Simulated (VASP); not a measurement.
MgO, 2 atoms in the cell. It takes space group R-3m (No. 166, trigonal). The conventional cell has a = 2.948 Å, b = 2.948 Å, c = 7.168 Å, α = 90.00°, β = 90.00°, γ = 120.00°. Mg (site symmetry -3m) has 6 O at 2.08 Å within 2.8 Å. O (site symmetry -3m) has 6 Mg at 2.08 Å within 2.8 Å.  This cell differs from its parent crystal: equal xy, yz and zx engineering shears of -0.5 %.

```yaml
Program: VASP 6.6.1
Task: relaxation of the atoms
Functional: LDA
Potentials_or_basis: VASP PAW LDA potentials, release 64 (Mg, O)
Cutoff: 520 eV
k_mesh: 10 × 10 × 10
Occupations: gaussian, width 0.01 eV
Spin: no spin polarisation
Dipole_correction: no
Further_INCAR_settings: ALGO = Normal; EDIFF = 1e-06; IBRION = 2; EDIFFG = -0.002; NSW = 50
```

Potentials or basis: VASP PAW LDA potentials, release 64 (Mg, O).

The run is started by

```console
$ cat potpaw_LDA.64/Mg/POTCAR potpaw_LDA.64/O/POTCAR > POTCAR
$ mpirun -np 1 vasp_std > vasp.out
```

Hardware: 1 thread of Intel(R) Xeon(R) Platinum 8488C (Sapphire Rapids), on a shared host.

Problem. Estimate the wall time of this run.

Solution. Wall time 7.4 s on 1 thread of Intel(R) Xeon(R) Platinum 8488C (Sapphire Rapids), with other jobs on the host, peak memory 0.14 GiB. Counts: scf iterations 11, k points 116, ion steps 1.
